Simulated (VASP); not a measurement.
Set up this calculation in VASP 6.6.1, as the native input.

```
Task                   : single point
Functional             : LDA
Potentials or basis    : VASP PAW LDA potentials, release 64 (Te, Mo_sv)
Cutoff                 : 520 eV
k mesh                 : 12 × 12 × 2
Occupations            : gaussian, width 0.05 eV
Spin                   : no spin polarisation
Dipole correction      : no
Further INCAR settings : ALGO = Normal; EDIFF = 1e-06; NBANDS = 20
```

The structure of Te2Mo lies in POSCAR:

```
Te2Mo
1.0
    3.5602328140      0.0000000000      0.0000000000
   -1.7801164070      3.0832520603      0.0000000000
    0.0000000000      0.0000000000     17.5240578200
Te Mo
2 1
Direct
    0.3333333333      0.6666666667      0.8978554500
    0.3333333333      0.6666666667      0.1021445500
    0.0000000000      0.0000000000      0.0028532204
```

This cell differs from its parent crystal: all Mo atoms moved +0.050 Å, as atom 3 along Cartesian [0 0 1].

These files were run (other wordings do the same):

INCAR

```
SYSTEM = Te2Mo
  PREC = Accurate
  ENCUT = 520
  EDIFF = 1E-6
  ISMEAR = 0
  SIGMA = 0.05
  LREAL = .FALSE.
  LASPH = .TRUE.
  NELM = 60
  ALGO = Normal
  ISIF = 2
  LWAVE = .FALSE.
  LCHARG = .FALSE.
  GGA = CA
  NBANDS = 20
```

KPOINTS

```
regular mesh
0
G
  12 12 2
  0 0 0
```

Potentials or basis: VASP PAW LDA potentials, release 64 (Te, Mo_sv).

Command:

```bash
$ cat potpaw_LDA.64/Te/POTCAR potpaw_LDA.64/Mo_sv/POTCAR > POTCAR
$ mpirun -np 1 vasp_std > vasp.out
```

Results of the run:

The largest force is 1.041 eV/Å and the band gap on the k mesh is 1.05 eV.

Caveat: the cell differs from its parent crystal (all Mo atoms moved +0.050 Å, as atom 3 along Cartesian [0 0 1]); spin-orbit coupling is left out, which moves the levels of the heavy elements.

Wall time 2.4 min on 1 thread of Intel(R) Xeon(R) 6975P-C (Granite Rapids), on a shared host, peak memory 0.34 GiB.
